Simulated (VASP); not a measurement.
# Tl3Cr (Pm-3m) in VASP: single point with PBE

Aim: the single point of Tl3Cr with PBE.

Everything below comes from runs of VASP 6.6.1. Logs are shortened: lines on timing, memory, paths and dates and some standing lists are left out, and cuts for length are marked.

### 1 The cell of the first run

Symmetry: Pm-3m, No. 221, cubic system. Conventional cell: a = 4.591 Å, b = 4.591 Å, c = 4.591 Å, α = 90.00°, β = 90.00°, γ = 90.00°. Within 4.3 Å of Cr (site symmetry m-3m) lie 12 Tl at 3.25 Å. Tl (site symmetry 4/mmm) has 4 Cr at 3.25 Å and 8 Tl at 3.25 Å within 4.3 Å.

### 2 Single point, PBE, collinear spin, ferromagnetic start

The input, INCAR:

```
SYSTEM = Tl3Cr
PREC = Accurate
ENCUT = 520
EDIFF = 1E-6
ISMEAR = 0
SIGMA = 0.1
LREAL = .False.
LASPH = .True.
NELM = 150
ALGO = Normal
ISIF = 2
LWAVE = .False.
LCHARG = .True.
ISPIN = 2
MAGMOM = 3 0 0 0
LORBIT = 11
LMAXMIX = 4
GGA = PE
LELF = .True.
LVHAR = .True.
NBANDS = 38
```

The input, KPOINTS:

```
Automatic mesh
0
Gamma
  4 4 4
  0 0 0
```

The input, POSCAR:

```
Tl3Cr
1.0
    4.5907311106      0.0000000000      0.0000000000
    0.0000000000      4.5907311106      0.0000000000
    0.0000000000      0.0000000000      4.5907311106
Cr Tl
1 3
Direct
    0.0000000000      0.0000000000      0.0000000000
    0.0000000000      0.5000000000      0.5000000000
    0.5000000000      0.0000000000      0.5000000000
    0.5000000000      0.5000000000      0.0000000000
```

Potentials or basis: VASP PAW PBE potentials, release 64 (Cr_pv, Tl_d).

Run with:

```
cat potpaw_PBE.64/Cr_pv/POTCAR potpaw_PBE.64/Tl_d/POTCAR > POTCAR
mpirun -np 1 vasp_std > vasp.out
```

OUTCAR:

```text
SYSTEM = Tl3Cr
   PREC = Accurate
   ENCUT = 520
   EDIFF = 1E-6
   ISMEAR = 0
   LREAL = .False.
   LASPH = .True.
   NELM = 150
   ISIF = 2
   ISPIN = 2
   LORBIT = 11
   GGA = PE

 ion  position               nearest neighbor table
   1  0.000  0.000  0.000-   2 3.25   3 3.25   4 3.25   2 3.25   3 3.25   2 3.25   4 3.25   2 3.25
                             3 3.25   4 3.25   3 3.25   4 3.25
   2  0.000  0.500  0.500-   1 3.25   3 3.25   4 3.25   1 3.25   4 3.25   1 3.25   3 3.25   1 3.25
                             3 3.25   4 3.25   4 3.25   3 3.25
   3  0.500  0.000  0.500-   1 3.25   2 3.25   4 3.25   1 3.25   4 3.25   2 3.25   4 3.25   4 3.25
                             1 3.25   2 3.25   1 3.25   2 3.25
   4  0.500  0.500  0.000-   1 3.25   2 3.25   3 3.25   2 3.25   3 3.25   1 3.25   3 3.25   3 3.25
                             1 3.25   2 3.25   2 3.25   1 3.25

  LATTYP: Found a simple cubic cell.
 ALAT       =     4.5907311106

  Lattice vectors:

 A1 = (   4.5907311106,   0.0000000000,   0.0000000000)
 A2 = (   0.0000000000,   4.5907311106,   0.0000000000)
 A3 = (   0.0000000000,   0.0000000000,   4.5907311106)

Analysis of symmetry for initial positions (statically):
=====================================================================
 Subroutine PRICEL returns:
 Original cell was already a primitive cell.

 Routine SETGRP: Setting up the symmetry group for a
 simple cubic supercell.

 Subroutine GETGRP returns: Found 48 space group operations
 (whereof 48 operations were pure point group operations)
 out of a pool of 48 trial point group operations.

The static configuration has the point symmetry O_h .

Analysis of symmetry for dynamics (positions and initial velocities):
=====================================================================
 Subroutine PRICEL returns:
 Original cell was already a primitive cell.

 Routine SETGRP: Setting up the symmetry group for a
 simple cubic supercell.

 Subroutine GETGRP returns: Found 48 space group operations
 (whereof 48 operations were pure point group operations)
 out of a pool of 48 trial point group operations.

The dynamic configuration has the point symmetry O_h .

Analysis of structural, dynamic, and magnetic symmetry:
=====================================================================
 Subroutine PRICEL returns:
 Original cell was already a primitive cell.

 Routine SETGRP: Setting up the symmetry group for a
 simple cubic supercell.

 Subroutine GETGRP returns: Found 48 space group operations
 (whereof 48 operations were pure point group operations)
 out of a pool of 48 trial point group operations.

The overall configuration has the point symmetry O_h .

 Subroutine INISYM returns: Found 48 space group operations
 (whereof 48 operations are pure point group operations),
 and found     1 'primitive' translations

----------------------------------------------------------------------------------------

                                     Primitive cell

  volume of cell :      96.7488

  direct lattice vectors                    reciprocal lattice vectors
     4.590731111  0.000000000  0.000000000     0.217830227  0.000000000  0.000000000
     0.000000000  4.590731111  0.000000000     0.000000000  0.217830227  0.000000000
     0.000000000  0.000000000  4.590731111     0.000000000  0.000000000  0.217830227

  length of vectors
     4.590731111  4.590731111  4.590731111     0.217830227  0.217830227  0.217830227

  position of ions in fractional coordinates (direct lattice)
     0.000000000  0.000000000  0.000000000
     0.000000000  0.500000000  0.500000000
     0.500000000  0.000000000  0.500000000
     0.500000000  0.500000000  0.000000000

  ion indices of the primitive-cell ions
   primitive index   ion index
                 1           1
                 2           2
                 3           3
                 4           4

----------------------------------------------------------------------------------------

 KPOINTS: Automatic mesh

Automatic generation of k-mesh.
 Grid dimensions read from file:
 generate k-points for:    4    4    4

 Generating k-lattice:

  Cartesian coordinates                     Fractional coordinates (reciprocal lattice)
     0.054457557  0.000000000  0.000000000     0.250000000  0.000000000  0.000000000
     0.000000000  0.054457557  0.000000000     0.000000000  0.250000000  0.000000000
     0.000000000  0.000000000  0.054457557     0.000000000  0.000000000  0.250000000

  Length of vectors
     0.054457557  0.054457557  0.054457557

  Shift w.r.t. Gamma in fractional coordinates (k-lattice)
     0.000000000  0.000000000  0.000000000

 Subroutine IBZKPT returns following result:
 ===========================================

 Found     10 irreducible k-points:

 Following reciprocal coordinates:
            Coordinates               Weight
  0.000000  0.000000  0.000000      1.000000
  0.250000  0.000000  0.000000      6.000000
  0.500000  0.000000  0.000000      3.000000
  0.250000  0.250000  0.000000     12.000000
  0.500000  0.250000  0.000000     12.000000
  0.500000  0.500000  0.000000      3.000000
  0.250000  0.250000  0.250000      8.000000
  0.500000  0.250000  0.250000     12.000000
  0.500000  0.500000  0.250000      6.000000
  0.500000  0.500000  0.500000      1.000000
   k-points           NKPTS =     10   k-points in BZ     NKDIM =     10   number of bands    NBANDS=     38
   number of dos      NEDOS =    301   number of ions     NIONS =      4
   total plane-waves  NPLWV =  46656
   dimension x,y,z NGX =    36 NGY =   36 NGZ =   36
   dimension x,y,z NGXF=    72 NGYF=   72 NGZF=   72
   ions per type =               1   3
   NGX,Y,Z   is equivalent  to a cutoff of  13.04, 13.04, 13.04 a.u.
   NGXF,Y,Z  is equivalent  to a cutoff of  26.07, 26.07, 26.07 a.u.
 SYSTEM =  Tl3Cr
   PREC   = accura    normal or accurate (medium, high low for compatibility)
   ISTART =      0    job   : 0-new  1-cont  2-samecut
   ICHARG =      2    charge: 1-file 2-atom 10-const
   ISPIN  =      2    spin polarized calculation?
   LNONCOLLINEAR =      F non collinear calculations
   LSORBIT =      F    spin-orbit coupling
   LASPH  =      T    aspherical Exc in radial PAW
   ENCUT  =  520.0 eV  38.22 Ry    6.18 a.u.   8.54  8.54  8.54*2*pi/ulx,y,z
   NELM   =    150;   NELMIN=  2; NELMDL= -5     # of ELM steps
   EDIFF  = 0.1E-05   stopping-criterion for ELM
   LREAL  =      F    real-space projection
   EDIFFG = 0.1E-04   stopping-criterion for IOM
   NSW    =      0    number of steps for IOM
   IBRION =     -1    ionic relax: 0-MD 1-quasi-New 2-CG
   NFREE  =      0    steps in history (QN), initial steepest desc. (CG)
   ISIF   =      2    stress and relaxation
   ISYM   =      2    0-nonsym 1-usesym 2-fastsym
   POTIM  = 0.5000    time-step for ionic-motion
   TEBEG  =    0.0;   TEEND  =   0.0 temperature during run
   PSTRESS=    0.0 pullay stress
   NELECT =      51.0000    total number of electrons
   NUPDOWN=      -1.0000    fix difference up-down
   EMIN   =  10.00;   EMAX   =-10.00  energy-range for DOS
   EFERMI =   0.00;   METHOD = LEGACY
   ISMEAR =     0;   SIGMA  =   0.10  broadening in eV -4-tet -1-fermi 0-gaus
   EFERMI_NEDOS =   21; number of points for ismear=-14 and -15
   IALGO  =     38    algorithm
   IMIX   =      4    mixing-type and parameters
     AMIX     =   0.40;   BMIX     =  1.00
     AMIX_MAG =   1.60;   BMIX_MAG =  1.00
  volume/ion in A,a.u.               =      24.19       163.22
  Fermi-wavevector in a.u.,A,eV,Ry     =   1.322461  2.499090 23.795289  1.748904
  Thomas-Fermi vector in A             =   2.452141
   LORBIT       =     11    0 simple, 1 ext, 2 COOP (PROOUT), +10 PAW based schemes
   GGA     = PE    functional components
   LHFCALC =     F    Hartree Fock is set to
   AEXX    =    0.0000 exact exchange contribution
   IVDW    =     0    specifies the selected vdW correction
   LEPSILON=     F    determine dielectric tensor
   LRPA    =     F    only Hartree local field effects (RPA)
 spin polarized calculation
 Gauss-broadening in eV      SIGMA  =   0.10
  energy-cutoff  :      520.00
  volume of cell :       96.75
 maximum number of plane-waves:      2624
 NGX is ok and might be reduce to    36
   NGX = 17   NGY = 17   NGZ = 17

 number of electron      51.0000000 magnetization       4.2031584

 Free energy of the ion-electron system (eV)
  ---------------------------------------------------
  ext. energy  EPLUGINS =         0.00000000
  ---------------------------------------------------
  free energy    TOTEN  =       -14.34712086 eV

  energy without entropy =      -14.33834686  energy(sigma->0) =      -14.34273386

 E-fermi :   7.4102     XC(G=0): -10.7060

 val. band max:        7.1360115264   @ k =   0.2500   0.2500   0.2500
 cond. band min:       7.4422852442   @ k =   0.5000   0.2500   0.0000
 fundamental gap:      0.3062737178
 Fermi energy:         7.4101747988

 spin component 1

 k-point     1 :       0.0000    0.0000    0.0000
  band No.  band energies     occupation
      1     -36.5225      1.00000
      2     -36.5225      1.00000
      3     -36.5225      1.00000
      4      -4.8889      1.00000
      5      -4.7731      1.00000
      6      -4.7731      1.00000
[... 389 lines left out ...]
     36      17.3172      0.00000
     37      17.3172      0.00000
 Fermi energy:         7.4101747988

 spin component 2

 k-point     1 :       0.0000    0.0000    0.0000
  band No.  band energies     occupation
      1     -32.6532      1.00000
      2     -32.6532      1.00000
      3     -32.6532      1.00000
      4      -4.8839      1.00000
      5      -4.7871      1.00000
      6      -4.7871      1.00000
[... 389 lines left out ...]
     36      17.3413      0.00000
     37      18.4462      0.00000
 [bands above 37 left out]

------------------------ aborting loop because EDIFF is reached ----------------------------------------

  FORCE on cell =-STRESS in cart. coord.  units (eV):
  Direction    XX          YY          ZZ          XY          YZ          ZX
  --------------------------------------------------------------------------------------
  -------------------------------------------------------------------------------------
  Total        1.9767985      1.9767985      1.9767985      0.0000000     -0.0000000     -0.0000000
  in kB       32.7361368     32.7361368     32.7361368      0.0000000     -0.0000000     -0.0000000
  external PRESSURE =      32.7361368 kB  Pullay stress =       0.0000000 kB

 VOLUME and BASIS-vectors are now :
 -----------------------------------------------------------------------------
  energy-cutoff  :      520.00
  volume of cell :       96.75
      direct lattice vectors                 reciprocal lattice vectors
     4.590731111  0.000000000  0.000000000     0.217830227  0.000000000  0.000000000
     0.000000000  4.590731111  0.000000000     0.000000000  0.217830227  0.000000000
     0.000000000  0.000000000  4.590731111     0.000000000  0.000000000  0.217830227

 POSITION                                       TOTAL-FORCE (eV/Angst)
 -----------------------------------------------------------------------------------
      0.00000      0.00000      0.00000         0.000000      0.000000      0.000000
      0.00000      2.29537      2.29537         0.000000      0.000000      0.000000
      2.29537      0.00000      2.29537         0.000000      0.000000      0.000000
      2.29537      2.29537      0.00000         0.000000      0.000000      0.000000
 -----------------------------------------------------------------------------------
    total drift:                                0.000000      0.000000      0.000000

  FREE ENERGIE OF THE ION-ELECTRON SYSTEM (eV)
  ---------------------------------------------------
  free  energy   TOTEN  =       -14.3471208612 eV

  energy  without entropy=      -14.3383468556  energy(sigma->0) =      -14.34273386

 total charge

# of ion       s       p       d       tot
------------------------------------------
    1        0.219   6.082   4.164  10.464
    2        1.133   0.504   9.637  11.274
    3        1.133   0.504   9.637  11.274
    4        1.133   0.504   9.637  11.274
--------------------------------------------------
tot          3.617   7.593  33.075  44.285

 magnetization (x)

# of ion       s       p       d       tot
------------------------------------------
    1        0.072   0.015   3.829   3.916
    2        0.004  -0.035   0.009  -0.022
    3        0.004  -0.035   0.009  -0.022
    4        0.004  -0.035   0.009  -0.022
--------------------------------------------------
tot          0.084  -0.090   3.856   3.851
```

It took 88 s on 1 thread of AMD EPYC 7R43 (Zen 3), shared host; peak memory 0.23 GiB.

Results:

* Free energy: -14.3471 eV
* Pressure: 3.3 GPa
* Net moment: 4.20 μB per cell
* Site moments: Cr +3.92; Tl -0.02 μB
* Valence electrons inside the program's atomic spheres: Cr 10.46; Tl 11.27

Caveat: spin-orbit coupling is left out, which moves the levels of the heavy elements.
